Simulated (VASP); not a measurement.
# Sn (I4_1/amd) in VASP: further runs

Sn is run at these levels: PBE; tasks: single point.

All numbers are computed with VASP 6.6.1; they aren't measurements. Logs are shortened: lines on timing, memory, paths and dates and some standing lists are left out, and cuts for length are marked.

## (1) The cell of the first run

Symmetry: I4_1/amd, No. 141, tetragonal system. The conventional cell has a = 5.946 Å, b = 5.946 Å, c = 3.214 Å, α = 90.00°, β = 90.00°, γ = 90.00°. Within 4.1 Å of Sn (site symmetry -4m2) lie 10 Sn at 3.08 to 3.83 Å.

## (2) Single point, PBE

Contents of INCAR:

```
SYSTEM = Sn
ALGO = Fast
EDIFF = 1E-7
ENCUT = 520
GGA = PE
ISIF = 2
ISMEAR = 0
ISYM = 0
LASPH = .True.
LCHARG = .False.
LREAL = .False.
LWAVE = .False.
NBANDS = 21
NELM = 80
PREC = Accurate
SIGMA = 0.1
```

Contents of KPOINTS:

```
k-points
0
Gamma
  12 8 8
  0 0 0
```

Contents of POSCAR:

```
Sn
1.0
    3.2137631472      0.0000000000      0.0000000000
   -1.6068815736      4.2043916994      0.0000000000
    1.6068815736      0.0000000000      4.2043916994
Sn
2
Direct
    0.0000000000      0.0000000000      0.0000000000
    0.7500000000      0.5000000000      0.5000000000
```

Potentials or basis: VASP PAW PBE potentials, release 64 (Sn_d).

Run with:

```sh
$ cat potpaw_PBE.64/Sn_d/POTCAR > POTCAR
$ mpirun -np 1 vasp_std > vasp.out
```

OUTCAR:

```text
SYSTEM = Sn
   EDIFF = 1E-7
   ENCUT = 520
   GGA = PE
   ISIF = 2
   ISMEAR = 0
   ISYM = 0
   LASPH = .True.
   LREAL = .False.
   NELM = 80
   PREC = Accurate

 ion  position               nearest neighbor table
   1  0.000  0.000  0.000-   2 3.08   2 3.08   2 3.08   2 3.08
   2  0.750  0.500  0.500-   1 3.08   1 3.08   1 3.08   1 3.08

IMPORTANT INFORMATION: All symmetrisations will be switched off!
NOSYMM: (Re-)initialisation of all symmetry stuff for point group C_1.

----------------------------------------------------------------------------------------

                                     Primitive cell

  volume of cell :      56.8094

  direct lattice vectors                    reciprocal lattice vectors
     3.213763147  0.000000000  0.000000000     0.311161699  0.118923268 -0.118923268
    -1.606881574  4.204391699  0.000000000     0.000000000  0.237846536  0.000000000
     1.606881574  0.000000000  4.204391699     0.000000000  0.000000000  0.237846536

  length of vectors
     3.213763147  4.500997440  4.500997440     0.353704806  0.237846536  0.237846536

  position of ions in fractional coordinates (direct lattice)
     0.000000000  0.000000000  0.000000000
     0.750000000  0.500000000  0.500000000

  ion indices of the primitive-cell ions
   primitive index   ion index
                 1           1
                 2           2

----------------------------------------------------------------------------------------

 KPOINTS: k-points

Automatic generation of k-mesh.
 Grid dimensions read from file:
 generate k-points for:   12    8    8

 Generating k-lattice:

  Cartesian coordinates                     Fractional coordinates (reciprocal lattice)
     0.025930142  0.009910272 -0.009910272     0.083333333  0.000000000  0.000000000
     0.000000000  0.029730817  0.000000000     0.000000000  0.125000000  0.000000000
     0.000000000  0.000000000  0.029730817     0.000000000  0.000000000  0.125000000

  Length of vectors
     0.029475401  0.029730817  0.029730817

  Shift w.r.t. Gamma in fractional coordinates (k-lattice)
     0.000000000  0.000000000  0.000000000

 -----------------------------------------------------------------------------
|                                                                             |
|           W    W    AA    RRRRR   N    N  II  N    N   GGGG   !!!           |
|           W    W   A  A   R    R  NN   N  II  NN   N  G    G  !!!           |
|           W    W  A    A  R    R  N N  N  II  N N  N  G       !!!           |
|           W WW W  AAAAAA  RRRRR   N  N N  II  N  N N  G  GGG   !            |
|           WW  WW  A    A  R   R   N   NN  II  N   NN  G    G                |
|           W    W  A    A  R    R  N    N  II  N    N   GGGG   !!!           |
|                                                                             |
|     Your reciprocal lattice and k-lattice belong to different lattice       |
|     classes:                                                                |
|                                                                             |
|        The reciprocal lattice is body-centered tetragonal,                  |
|        whereas your k-lattice is base-centered monoclinic.                  |
|                                                                             |
|     Results are often still useful ...                                      |
|                                                                             |
 -----------------------------------------------------------------------------

 WARNING: IBZKPT: internal override: KBLOWUP is changed to .FALSE.
      ... skipping the blow-up phase ...

 Subroutine IBZKPT returns following result:
 ===========================================

 Found    388 irreducible k-points:

 Following reciprocal coordinates:
            Coordinates               Weight
  0.000000  0.000000  0.000000      1.000000
  0.083333  0.000000  0.000000      2.000000
  0.166667  0.000000 -0.000000      2.000000
  0.250000  0.000000 -0.000000      2.000000
  0.333333  0.000000 -0.000000      2.000000
  0.416667 -0.000000  0.000000      2.000000
[... 16 lines left out ...]
  0.250000  0.250000 -0.000000      2.000000
  0.333333  0.250000 -0.000000      2.000000
 [... further k-points ...]
   k-points           NKPTS =    388   k-points in BZ     NKDIM =    388   number of bands    NBANDS=     21
   number of dos      NEDOS =    301   number of ions     NIONS =      2
   total plane-waves  NPLWV =  31104
   dimension x,y,z NGX =    24 NGY =   36 NGZ =   36
   dimension x,y,z NGXF=    48 NGYF=   72 NGZF=   72
   ions per type =               2
   NGX,Y,Z   is equivalent  to a cutoff of  12.42, 13.30, 13.30 a.u.
   NGXF,Y,Z  is equivalent  to a cutoff of  24.83, 26.59, 26.59 a.u.
 SYSTEM =  Sn
   PREC   = accura    normal or accurate (medium, high low for compatibility)
   ISTART =      0    job   : 0-new  1-cont  2-samecut
   ICHARG =      2    charge: 1-file 2-atom 10-const
   ISPIN  =      1    spin polarized calculation?
   LNONCOLLINEAR =      F non collinear calculations
   LSORBIT =      F    spin-orbit coupling
   LASPH  =      T    aspherical Exc in radial PAW
   ENCUT  =  520.0 eV  38.22 Ry    6.18 a.u.   5.98  8.37  8.37*2*pi/ulx,y,z
   NELM   =     80;   NELMIN=  2; NELMDL= -5     # of ELM steps
   EDIFF  = 0.1E-06   stopping-criterion for ELM
   LREAL  =      F    real-space projection
   EDIFFG = 0.1E-05   stopping-criterion for IOM
   NSW    =      0    number of steps for IOM
   IBRION =     -1    ionic relax: 0-MD 1-quasi-New 2-CG
   NFREE  =      0    steps in history (QN), initial steepest desc. (CG)
   ISIF   =      2    stress and relaxation
   ISYM   =      0    0-nonsym 1-usesym 2-fastsym
   POTIM  = 0.5000    time-step for ionic-motion
   TEBEG  =    0.0;   TEEND  =   0.0 temperature during run
   PSTRESS=    0.0 pullay stress
   NELECT =      28.0000    total number of electrons
   NUPDOWN=      -1.0000    fix difference up-down
   EMIN   =  10.00;   EMAX   =-10.00  energy-range for DOS
   EFERMI =   0.00;   METHOD = LEGACY
   ISMEAR =     0;   SIGMA  =   0.10  broadening in eV -4-tet -1-fermi 0-gaus
   EFERMI_NEDOS =   21; number of points for ismear=-14 and -15
   IALGO  =     68    algorithm
   IMIX   =      4    mixing-type and parameters
     AMIX     =   0.40;   BMIX     =  1.00
     AMIX_MAG =   1.60;   BMIX_MAG =  1.00
  volume/ion in A,a.u.               =      28.40       191.68
  Fermi-wavevector in a.u.,A,eV,Ry     =   1.293165  2.443728 22.752710  1.672277
  Thomas-Fermi vector in A             =   2.424828
   LORBIT       =      0    0 simple, 1 ext, 2 COOP (PROOUT), +10 PAW based schemes
   GGA     = PE    functional components
   LHFCALC =     F    Hartree Fock is set to
   AEXX    =    0.0000 exact exchange contribution
   IVDW    =     0    specifies the selected vdW correction
   LEPSILON=     F    determine dielectric tensor
   LRPA    =     F    only Hartree local field effects (RPA)
 non-spin polarized calculation
 RMM-DIIS sequential band-by-band and
 Gauss-broadening in eV      SIGMA  =   0.10
  energy-cutoff  :      520.00
  volume of cell :       56.81
 maximum number of plane-waves:      1548
   NGX = 11   NGY = 17   NGZ = 17

 number of electron      27.9999997 magnetization

 Free energy of the ion-electron system (eV)
  ---------------------------------------------------
  ext. energy  EPLUGINS =         0.00000000
  ---------------------------------------------------
  free energy    TOTEN  =        -7.60906874 eV

  energy without entropy =       -7.60291664  energy(sigma->0) =       -7.60599269

 E-fermi :   7.4170     XC(G=0): -10.0917

 val. band max:        7.4010954897   @ k =  -0.3333   0.1250   0.0000
 cond. band min:       7.4201627357   @ k =   0.3333  -0.1250   0.1250
 fundamental gap:      0.0190672460
 Fermi energy:         7.4170219030

 k-point     1 :       0.0000    0.0000    0.0000
  band No.  band energies     occupation
      1     -14.1694      2.00000
      2     -14.1064      2.00000
      3     -14.0581      2.00000
      4     -14.0573      2.00000
      5     -13.9216      2.00000
      6     -13.9199      2.00000
[... 13 lines left out ...]
     20      16.9817      0.00000
     21      17.6626      0.00000

 k-point     2 :       0.0833    0.0000    0.0000
  band No.  band energies     occupation
      1     -14.1657      2.00000
      2     -14.0935      2.00000
      3     -14.0538      2.00000
      4     -14.0423      2.00000
      5     -13.9304      2.00000
      6     -13.9274      2.00000
[... 13 lines left out ...]
     20      16.7206      0.00000
     21      16.8686      0.00000

 k-point     3 :       0.1667    0.0000   -0.0000
  band No.  band energies     occupation
      1     -14.1544      2.00000
      2     -14.0600      2.00000
      3     -14.0421      2.00000
      4     -14.0074      2.00000
      5     -13.9495      2.00000
      6     -13.9355      2.00000
[... 13 lines left out ...]
     20      15.4668      0.00000
     21      15.7602      0.00000

 k-point     4 :       0.2500    0.0000   -0.0000
  band No.  band energies     occupation
      1     -14.1381      2.00000
      2     -14.0270      2.00000
      3     -14.0248      2.00000
      4     -13.9883      2.00000
      5     -13.9709      2.00000
      6     -13.9363      2.00000
[... 13 lines left out ...]
     20      14.5367      0.00000
     21      15.8228      0.00000

 k-point     5 :       0.3333    0.0000   -0.0000
  band No.  band energies     occupation
      1     -14.1221      2.00000
      2     -14.0195      2.00000
      3     -14.0112      2.00000
      4     -14.0011      2.00000
      5     -13.9812      2.00000
      6     -13.9515      2.00000
[... 13 lines left out ...]
     20      13.9862      0.00000
     21      16.5646      0.00000
[... 382 lines left out ...]
     20      17.7563      0.00000
     21      18.3753      0.00000

 k-point    22 :       0.1667    0.2500   -0.0000
  band No.  band energies     occupation
      1     -14.0984      2.00000
      2     -14.0668      2.00000
      3     -14.0487      2.00000
      4     -13.9934      2.00000
      5     -13.9740      2.00000
      6     -13.9215      2.00000
[... 13 lines left out ...]
     20      16.6769      0.00000
     21      17.7903      0.00000

 k-point    23 :       0.2500    0.2500   -0.0000
  band No.  band energies     occupation
      1     -14.0893      2.00000
      2     -14.0369      2.00000
      3     -14.0341      2.00000
      4     -13.9893      2.00000
      5     -13.9748      2.00000
      6     -13.9279      2.00000
[... 13 lines left out ...]
     20      16.3072      0.00000
     21      17.1589      0.00000

 k-point    24 :       0.3333    0.2500   -0.0000
  band No.  band energies     occupation
      1     -14.0922      2.00000
      2     -14.0425      2.00000
      3     -14.0192      2.00000
      4     -13.9891      2.00000
      5     -13.9695      2.00000
      6     -13.9251      2.00000
[... 13 lines left out ...]
     20      16.2206      0.00000
     21      16.4419      0.00000

 [... further k-points ...]

------------------------ aborting loop because EDIFF is reached ----------------------------------------

  FORCE on cell =-STRESS in cart. coord.  units (eV):
  Direction    XX          YY          ZZ          XY          YZ          ZX
  --------------------------------------------------------------------------------------
  -------------------------------------------------------------------------------------
  Total        0.0536369     -0.0509005     -0.0508901      0.0219157     -0.1629062     -0.0219278
  in kB        1.5127032     -1.4355294     -1.4352360      0.6180807     -4.5943911     -0.6184222
  external PRESSURE =      -0.4526874 kB  Pullay stress =       0.0000000 kB

 VOLUME and BASIS-vectors are now :
 -----------------------------------------------------------------------------
  energy-cutoff  :      520.00
  volume of cell :       56.81
      direct lattice vectors                 reciprocal lattice vectors
     3.213763147  0.000000000  0.000000000     0.311161699  0.118923268 -0.118923268
    -1.606881574  4.204391699  0.000000000     0.000000000  0.237846536  0.000000000
     1.606881574  0.000000000  4.204391699     0.000000000  0.000000000  0.237846536

 POSITION                                       TOTAL-FORCE (eV/Angst)
 -----------------------------------------------------------------------------------
      0.00000      0.00000      0.00000        -0.000575     -0.001072      0.001072
      2.41032      2.10220      2.10220         0.000575      0.001072     -0.001072
 -----------------------------------------------------------------------------------
    total drift:                               -0.000001     -0.000000     -0.000004

  FREE ENERGIE OF THE ION-ELECTRON SYSTEM (eV)
  ---------------------------------------------------
  free  energy   TOTEN  =        -7.6090687371 eV

  energy  without entropy=       -7.6029166352  energy(sigma->0) =       -7.60599269
```

It took 11 min on 1 thread of Intel Xeon 8259CL, shared host; peak memory 0.45 GiB.

What came out:

| Item | Value |
| --- | --- |
| Free energy | -7.6091 eV |
| Pressure | 0.0 GPa |
| Band gap on the k mesh | zero (bands 14 and 15 overlap by 3.82 eV) |

Levels at points of the mesh, in eV from the Fermi level:
| k point | band 10 | band 11 | band 12 | band 13 | band 14 | band 15 | band 16 | band 17 | band 18 | band 19 |
| --- | --- | --- | --- | --- | --- | --- | --- | --- | --- | --- |
| (0.00, 0.00, 0.00) | -21.16 | -10.79 | -3.84 | -1.88 | -1.88 | 3.02 | 5.94 | 5.94 | 6.66 | 6.76 |
| (0.50, 0.00, 0.00) | -21.21 | -6.77 | -5.23 | -2.34 | -1.62 | -1.02 | 2.31 | 2.74 | 4.46 | 7.03 |
| (0.00, 0.50, 0.00) | -21.27 | -8.66 | -8.66 | 0.57 | 0.57 | 1.44 | 1.44 | 5.95 | 5.95 | 9.44 |
| (0.50, 0.50, 0.00) | -21.21 | -6.77 | -5.23 | -2.34 | -1.62 | -1.02 | 2.31 | 2.74 | 4.46 | 7.03 |
| (0.00, 0.00, 0.50) | -21.27 | -8.66 | -8.66 | 0.57 | 0.57 | 1.44 | 1.44 | 5.95 | 5.95 | 9.44 |
| (0.50, 0.00, 0.50) | -21.21 | -6.77 | -5.23 | -2.34 | -1.62 | -1.02 | 2.31 | 2.74 | 4.46 | 7.03 |
| (0.00, 0.50, 0.50) | -21.32 | -7.46 | -7.46 | -4.55 | -4.55 | 5.03 | 5.03 | 8.86 | 8.86 | 12.35 |
| (0.50, 0.50, 0.50) | -21.21 | -6.77 | -5.23 | -2.34 | -1.62 | -1.02 | 2.31 | 2.74 | 4.46 | 7.03 |

Caveat: spin-orbit coupling is left out, which moves the levels of the heavy elements.

## (3) Single point, PBE

This run uses another cell than the first one, of 28.48 Å³/atom.

Contents of INCAR:

```
SYSTEM = Sn
PREC = Accurate
ENCUT = 520
EDIFF = 1E-6
ISMEAR = -1
SIGMA = 0.15
LREAL = .False.
LASPH = .True.
NELM = 80
ALGO = Fast
ISIF = 2
LWAVE = .False.
LCHARG = .False.
GGA = PE
NBANDS = 21
```

Contents of KPOINTS:

```
regular mesh
0
Gamma
  16 16 16
  0 0 0
```

Contents of POSCAR:

```
Sn
1.0
   -2.9774207690      2.9774207690      1.6062381742
    2.9774207690     -2.9774207690      1.6062381742
    2.9774207690      2.9774207690     -1.6062381742
Sn
2
Direct
    0.0000000000      0.0000000000      0.0000000000
    0.7500000000      0.2500000000      0.5000000000
```

Potentials or basis: VASP PAW PBE potentials, release 64 (Sn_d).

Run with:

```sh
$ cat potpaw_PBE.64/Sn_d/POTCAR > POTCAR
$ mpirun -np 1 vasp_std > vasp.out
```

OUTCAR:

```text
SYSTEM = Sn
   PREC = Accurate
   ENCUT = 520
   EDIFF = 1E-6
   ISMEAR = -1
   LREAL = .False.
   LASPH = .True.
   NELM = 80
   ISIF = 2
   GGA = PE

 ion  position               nearest neighbor table
   1  0.000  0.000  0.000-   2 3.08   2 3.08   2 3.08   2 3.08
   2  0.750  0.250  0.500-   1 3.08   1 3.08   1 3.08   1 3.08

  LATTYP: Found a body centered tetragonal cell.
 ALAT       =     5.9548415380
 C/A-ratio  =     0.5394730200

  Lattice vectors:

[... 763 lines left out ...]

 [... further k-points ...]

------------------------ aborting loop because EDIFF is reached ----------------------------------------

  FORCE on cell =-STRESS in cart. coord.  units (eV):
  Direction    XX          YY          ZZ          XY          YZ          ZX
  --------------------------------------------------------------------------------------
  -------------------------------------------------------------------------------------
  Total       -0.0221858     -0.0221858     -0.0248619      0.0000000      0.0000000      0.0000000
  in kB       -0.6240739     -0.6240739     -0.6993500      0.0000000      0.0000000      0.0000000
  external PRESSURE =      -0.6491659 kB  Pullay stress =       0.0000000 kB

 VOLUME and BASIS-vectors are now :
 -----------------------------------------------------------------------------
  energy-cutoff  :      520.00
  volume of cell :       56.96
      direct lattice vectors                 reciprocal lattice vectors
    -2.977420769  2.977420769  1.606238174     0.000000000  0.167930581  0.311286338
     2.977420769 -2.977420769  1.606238174     0.167930581  0.000000000  0.311286338
     2.977420769  2.977420769 -1.606238174     0.167930581  0.167930581  0.000000000

 POSITION                                       TOTAL-FORCE (eV/Angst)
 -----------------------------------------------------------------------------------
      0.00000      0.00000      0.00000        -0.000000     -0.000000     -0.000000
      0.00000      2.97742      0.80312         0.000000      0.000000      0.000000
 -----------------------------------------------------------------------------------
    total drift:                               -0.000000      0.000000     -0.000000

  FREE ENERGIE OF THE ION-ELECTRON SYSTEM (eV)
  ---------------------------------------------------
  free  energy   TOTEN  =        -7.6497612151 eV

  energy  without entropy=       -7.5756156152  energy(sigma->0) =       -7.61268842
```

Wall time 9.1 min (1 thread of Intel Xeon 8259CL, shared host); peak memory 0.45 GiB.

What came out:

```
Free energy            : -7.6498 eV
Pressure               : -0.1 GPa
Band gap on the k mesh : zero (bands 14 and 15 overlap by 3.98 eV)
```

Caveat: spin-orbit coupling is left out, which moves the levels of the heavy elements.
